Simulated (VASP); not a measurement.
Input of a VASP 6.6.1 run:

INCAR

```
PREC = Accurate
ENCUT = 1340
EDIFF = 1E-6
ISMEAR = -1
SIGMA = 0.03
LREAL = False
LASPH = True
NELM = 120
ALGO = Normal
ISIF = 2
LWAVE = False
LCHARG = True
GGA = PS
LELF = True
LVHAR = True
NBANDS = 28
GGA_COMPAT = False
```

Contents of KPOINTS:

```
regular mesh
0
Gamma
  6 6 6
```

The input POSCAR:

```
SnO
1.0
    1.6662375822     -6.3473705921      0.0000000000
    1.6662375822      6.3473705921      0.0000000000
    0.0000000000      0.0000000000      3.3619002362
Sn O
2 2
Direct
    0.3576096419      0.6423903581      0.7500000000
    0.6423903581      0.3576096419      0.2500000000
    0.8102404130      0.1897595870      0.2500000000
    0.1897595870      0.8102404130      0.7500000000
```

Potentials or basis: VASP PAW PBE potentials, release 64 (Sn_d, O_h).

Command:

```bash
$ cat potpaw_PBE.64/Sn_d/POTCAR potpaw_PBE.64/O_h/POTCAR > POTCAR
$ mpirun -np 1 vasp_std > vasp.out
```

(1) Estimate the pressure.

(2) Estimate the largest force.

(3) What does it give for the band gap on the k mesh?

Results:

(1) 0.2 GPa.

(2) 0.058 eV/Å.

(3) 1.20 eV.

Caveat: the PAW data sets were made with another functional, which shifts forces and pressure a little; spin-orbit coupling is left out, which moves the levels of the heavy elements.
